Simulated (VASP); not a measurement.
# Zr in VASP: further runs, part 2 of 3

VASP 6.6.1. The steps go on from the part before.

### Step 3. Electric field gradients, PBEsol (23.51 Å³/atom)

This run uses another cell than the first one, of 23.51 Å³/atom.

INCAR reads:

```
PREC     = Accurate       # precision mode
ENCUT    = 520            # plane-wave cutoff, eV
EDIFF    = 1E-8           # SCF threshold, eV
ISMEAR   = -1             # smearing method
SIGMA    = 0.08           # smearing width, eV
LREAL    = F              # projectors in reciprocal space
LASPH    = T              # aspherical terms in the spheres
NELM     = 60             # most SCF steps
ALGO     = Normal         # electronic algorithm
ISIF     = 2              # what is computed and relaxed
LWAVE    = F              # write WAVECAR
LCHARG   = F              # write CHGCAR
GGA      = PS             # functional
LEFG     = T            
NBANDS   = 19             # bands
```

KPOINTS reads:

```
Automatic mesh
0
Gamma
  13 13 7
```

POSCAR reads:

```
Zr
1.0
    3.2427358370      0.0000000000      0.0000000000
   -1.6213679184      2.8082916125      0.0000000000
    0.0000000000      0.0000000000      5.1640997934
Zr
2
Direct
    0.3333333333      0.6666666667      0.2500000000
    0.6666666667      0.3333333333      0.7500000000
```

Potentials or basis: VASP PAW PBE potentials, release 64 (Zr_sv).

Run with:

```console
cat potpaw_PBE.64/Zr_sv/POTCAR > POTCAR
mpirun -np 1 vasp_std > vasp.out
```

OUTCAR:

```text
PREC = Accurate
   ENCUT = 520
   EDIFF = 1E-8
   ISMEAR = -1
   LREAL = F
   LASPH = T
   NELM = 60
   ISIF = 2
   GGA = PS

 ion  position               nearest neighbor table
   1  0.333  0.667  0.250-   2 3.19   2 3.19   2 3.19   2 3.19   2 3.19   2 3.19
   2  0.667  0.333  0.750-   1 3.19   1 3.19   1 3.19   1 3.19   1 3.19   1 3.19

  LATTYP: Found a hexagonal cell.
 ALAT       =     3.2427358370
 C/A-ratio  =     1.5925132521

  Lattice vectors:

 A1 = (   3.2427358370,   0.0000000000,   0.0000000000)
 A2 = (  -1.6213679184,   2.8082916125,   0.0000000000)
 A3 = (   0.0000000000,   0.0000000000,   5.1640997934)

Analysis of symmetry for initial positions (statically):
=====================================================================
 Subroutine PRICEL returns:
 Original cell was already a primitive cell.

 Routine SETGRP: Setting up the symmetry group for a
 hexagonal supercell.

 Subroutine GETGRP returns: Found 24 space group operations
 (whereof 12 operations were pure point group operations)
 out of a pool of 24 trial point group operations.

The static configuration has the point symmetry D_3d.
 The point group associated with its full space group is D_6h.

Analysis of symmetry for dynamics (positions and initial velocities):
=====================================================================
 Subroutine PRICEL returns:
 Original cell was already a primitive cell.

 Routine SETGRP: Setting up the symmetry group for a
 hexagonal supercell.

 Subroutine GETGRP returns: Found 24 space group operations
 (whereof 12 operations were pure point group operations)
 out of a pool of 24 trial point group operations.

The dynamic configuration has the point symmetry D_3d.
 The point group associated with its full space group is D_6h.

 Subroutine INISYM returns: Found 24 space group operations
 (whereof 12 operations are pure point group operations),
 and found     1 'primitive' translations

----------------------------------------------------------------------------------------

                                     Primitive cell

  volume of cell :      47.0271

  direct lattice vectors                    reciprocal lattice vectors
     3.242735837  0.000000000  0.000000000     0.308381580  0.178044188  0.000000000
    -1.621367918  2.808291613  0.000000000     0.000000000  0.356088376  0.000000000
     0.000000000  0.000000000  5.164099793     0.000000000  0.000000000  0.193644592

  length of vectors
     3.242735837  3.242735837  5.164099793     0.356088376  0.356088376  0.193644592

  position of ions in fractional coordinates (direct lattice)
     0.333333333  0.666666667  0.250000000
     0.666666667  0.333333333  0.750000000

  ion indices of the primitive-cell ions
   primitive index   ion index
                 1           1
                 2           2

----------------------------------------------------------------------------------------

 KPOINTS: Automatic mesh

Automatic generation of k-mesh.
 Grid dimensions read from file:
[... 71 lines left out ...]
   ISIF   =      2    stress and relaxation
   ISYM   =      2    0-nonsym 1-usesym 2-fastsym
   POTIM  = 0.5000    time-step for ionic-motion
   TEBEG  =    0.0;   TEEND  =   0.0 temperature during run
   PSTRESS=    0.0 pullay stress
   NELECT =      24.0000    total number of electrons
   NUPDOWN=      -1.0000    fix difference up-down
   EMIN   =  10.00;   EMAX   =-10.00  energy-range for DOS
   EFERMI =   0.00;   METHOD = LEGACY
   ISMEAR =    -1;   SIGMA  =   0.08  broadening in eV -4-tet -1-fermi 0-gaus
   EFERMI_NEDOS =   21; number of points for ismear=-14 and -15
   IALGO  =     38    algorithm
   IMIX   =      4    mixing-type and parameters
     AMIX     =   0.40;   BMIX     =  1.00
     AMIX_MAG =   1.60;   BMIX_MAG =  1.00
  volume/ion in A,a.u.               =      23.51       158.68
  Fermi-wavevector in a.u.,A,eV,Ry     =   1.308265  2.472263 23.287157  1.711558
  Thomas-Fermi vector in A             =   2.438944
   LORBIT       =      0    0 simple, 1 ext, 2 COOP (PROOUT), +10 PAW based schemes
   GGA     = PS    functional components
   LHFCALC =     F    Hartree Fock is set to
   AEXX    =    0.0000 exact exchange contribution
   IVDW    =     0    specifies the selected vdW correction
   LEPSILON=     F    determine dielectric tensor
   LRPA    =     F    only Hartree local field effects (RPA)
 non-spin polarized calculation
  energy-cutoff  :      520.00
  volume of cell :       47.03
 maximum number of plane-waves:      1284
   NGX = 13   NGY = 13   NGZ = 19

 number of electron      24.0000000 magnetization

 Free energy of the ion-electron system (eV)
  ---------------------------------------------------
  ext. energy  EPLUGINS =         0.00000000
  ---------------------------------------------------
  free energy    TOTEN  =       -18.15676367 eV

  energy without entropy =      -18.11109322  energy(sigma->0) =      -18.13392844

 E-fermi :   8.7450     XC(G=0): -11.1566

 val. band max:        8.7337043864   @ k =   0.0769   0.0769   0.1429
 cond. band min:       8.7614664979   @ k =   0.3077   0.3077   0.2857
 fundamental gap:      0.0277621116
 Fermi energy:         8.7449890659

 k-point     1 :       0.0000    0.0000    0.0000
  band No.  band energies     occupation
      1     -39.9982      2.00000
      2     -39.8483      2.00000
      3     -18.5332      2.00000
      4     -17.6843      2.00000
      5     -17.6843      2.00000
      6     -17.5468      2.00000
[... 505 lines left out ...]
      6     -17.7237      2.00000
[... 11 lines left out ...]
     18      11.0240      0.00000
     19      13.4663      0.00000

 [... further k-points ...]

------------------------ aborting loop because EDIFF is reached ----------------------------------------

  FORCE on cell =-STRESS in cart. coord.  units (eV):
  Direction    XX          YY          ZZ          XY          YZ          ZX
  --------------------------------------------------------------------------------------
  -------------------------------------------------------------------------------------
  Total       -1.2559431     -1.2559431     -1.0888407     -0.0000000      0.0000000      0.0000000
  in kB      -42.7890003    -42.7890003    -37.0959522     -0.0000000      0.0000000      0.0000000
  external PRESSURE =     -40.8913176 kB  Pullay stress =       0.0000000 kB

 VOLUME and BASIS-vectors are now :
 -----------------------------------------------------------------------------
  energy-cutoff  :      520.00
  volume of cell :       47.03
      direct lattice vectors                 reciprocal lattice vectors
     3.242735837  0.000000000  0.000000000     0.308381580  0.178044188  0.000000000
    -1.621367918  2.808291613  0.000000000     0.000000000  0.356088376  0.000000000
     0.000000000  0.000000000  5.164099793     0.000000000  0.000000000  0.193644592

 POSITION                                       TOTAL-FORCE (eV/Angst)
 -----------------------------------------------------------------------------------
     -0.00000      1.87219      1.29102        -0.000000      0.000000      0.000000
      1.62137      0.93610      3.87307         0.000000     -0.000000      0.000000
 -----------------------------------------------------------------------------------
    total drift:                               -0.000000      0.000000     -0.000000

  FREE ENERGIE OF THE ION-ELECTRON SYSTEM (eV)
  ---------------------------------------------------
  free  energy   TOTEN  =       -18.1567636662 eV

  energy  without entropy=      -18.1110932216  energy(sigma->0) =      -18.13392844

 Electric field gradients (V/A^2)
---------------------------------------------------------------------
 ion       V_xx      V_yy      V_zz      V_xy      V_xz      V_yz
---------------------------------------------------------------------
   1     -20.362   -20.362    40.723     0.000     0.000    -0.000
   2     -20.362   -20.362    40.723     0.000    -0.000     0.000
---------------------------------------------------------------------

 Electric field gradients after diagonalization (V/A^2)
 (convention: |V_zz| > |V_xx| > |V_yy|)
----------------------------------------------------------------------
 ion       V_xx      V_yy      V_zz     asymmetry (V_yy - V_xx)/ V_zz
----------------------------------------------------------------------
   1     -20.362   -20.361    40.723       0.000
   2     -20.362   -20.361    40.723       0.000
----------------------------------------------------------------------

           NMR quadrupolar parameters

 Cq : quadrupolar parameter    Cq=e*Q*V_zz/h
 eta: asymmetry parameters     (V_yy - V_xx)/ V_zz
 Q  : nuclear electric quadrupole moment in mb (millibarn)
----------------------------------------------------------------------
 ion       Cq(MHz)       eta       Q (mb)
----------------------------------------------------------------------
   1       0.098       0.000       1.000
   2       0.098       0.000       1.000
----------------------------------------------------------------------
```

Wall time 85 s (1 thread of Intel Xeon 8259CL, shared host); peak memory 0.2 GiB.

What came out:

* Free energy: -18.1568 eV
* Pressure: -4.1 GPa
* Band gap on the k mesh: zero (bands 12 and 13 overlap by 1.09 eV)
* Largest electric field gradient by atom: Zr +40.7 V/Å²

Electric field gradients, principal values (V/Å²):
```
atom    least   middle  greatest (by size)
1 Zr  -20.361  -20.362              40.723
2 Zr  -20.361  -20.362              40.723
```

Caveat: the cell stands under tension; without QUAD_EFG the Cq values of the log hold for a quadrupole moment of 1 mb, not for the nuclei; the PAW data sets were made with another functional, which shifts forces and pressure a little.

(Continued in part 3 of 3.)
